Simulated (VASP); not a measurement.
Here is a VASP 6.6.1 calculation.

Contents of INCAR:

```
SYSTEM = Ag2WCl6
PREC     = Accurate       ! precision mode
ENCUT    = 520            ! plane-wave cutoff, eV
EDIFF    = 1E-6           ! SCF threshold, eV
ISMEAR   = -1             ! smearing method
SIGMA    = 0.1            ! smearing width, eV
LREAL    = .False.        ! projectors in reciprocal space
LASPH    = .True.         ! aspherical terms in the spheres
NELM     = 100            ! most SCF steps
ALGO     = Normal         ! electronic algorithm
ISIF     = 2              ! what is computed and relaxed
LWAVE    = .False.        ! write WAVECAR
LCHARG   = .False.        ! write CHGCAR
GGA      = PE             ! functional
NBANDS   = 49             ! bands
```

File KPOINTS:

```
Automatic mesh
0
Gamma
  6 6 6
  0 0 0
```

POSCAR

```
Ag2WCl6
1.0
    0.0000000000      4.7341060000      4.7341060000
    4.7341060000      0.0000000000      4.7341060000
    4.7341060000      4.7341060000      0.0000000000
W Ag Cl
1 2 6
Direct
    0.0000000000      0.0000000000      0.0000000000
    0.2500000000      0.2500000000      0.2500000000
    0.7500000000      0.7500000000      0.7500000000
    0.2312000000      0.7688000000      0.7688000000
    0.7688000000      0.2312000000      0.7688000000
    0.7688000000      0.2312000000      0.2312000000
    0.2312000000      0.7688000000      0.2312000000
    0.7688000000      0.7688000000      0.2312000000
    0.2312000000      0.2312000000      0.7688000000
```

Potentials or basis: VASP PAW PBE potentials, release 64 (W_sv, Ag, Cl).

Launch:

```bash
$ cat potpaw_PBE.64/W_sv/POTCAR potpaw_PBE.64/Ag/POTCAR potpaw_PBE.64/Cl/POTCAR > POTCAR
$ mpirun -np 1 vasp_std > vasp.out
```

**Question.** Predict the largest force.

**Answer.** 3.580 eV/Å.

**Question.** What does it give for the pressure?

**Answer.** 11.7 GPa.

Forces on the atoms (eV/Å):
```
W    0.000  0.000  0.000
Ag   0.000  0.000  0.000
Ag   0.000  0.000  0.000
Cl  -3.580  0.000  0.000
Cl   0.000 -3.580  0.000
Cl   3.580  0.000  0.000
Cl   0.000  3.580  0.000
Cl   0.000  0.000 -3.580
Cl   0.000  0.000  3.580
```

Caveat: forces of over 1 eV/Å act on the atoms, so gaps and moduli don't describe the material at rest.
